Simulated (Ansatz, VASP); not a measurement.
# Os in VASP and in Ansatz

```
CELL_PARAMETERS angstrom
2.69715 0.00000 0.00000
-1.34857 2.33580 0.00000
0.00000 0.00000 4.26132
ATOMIC_POSITIONS crystal
Os 0.33333 0.66667 0.25000
Os 0.66667 0.33333 0.75000
```

Change from the starting cell: functional lda, volume scaled by 0.96, PAW files.

Alike in both runs: task electric field gradients; functional LDA; k mesh 17 × 17 × 10; occupations fermi-dirac, width 0.08 eV; no spin polarisation.

|  | VASP | Ansatz |
| --- | --- | --- |
| version | VASP 6.6.1 | Ansatz 0.2.0 |
| potentials or method | VASP PAW LDA potentials, release 64 (Os_sv_GW) | PAW with Ansatz's default frozen-core files, scalar-relativistic |
| plane-wave cutoff (eV) | 420 | 420 |
| valence electrons in the cell | 32 | 32 |

VASP gave:

```
size of Vzz on the site where it differs most (V/Å²) : 73.5
```

**Question.** What did Ansatz give for the same quantities?

**Answer.** Size of Vzz on the site where it differs most (V/Å²): 65.3.

LDA's correlation is that of Perdew and Zunger in VASP and of Perdew and Wang (1992) in Ansatz.

Neither program's run includes spin-orbit coupling.
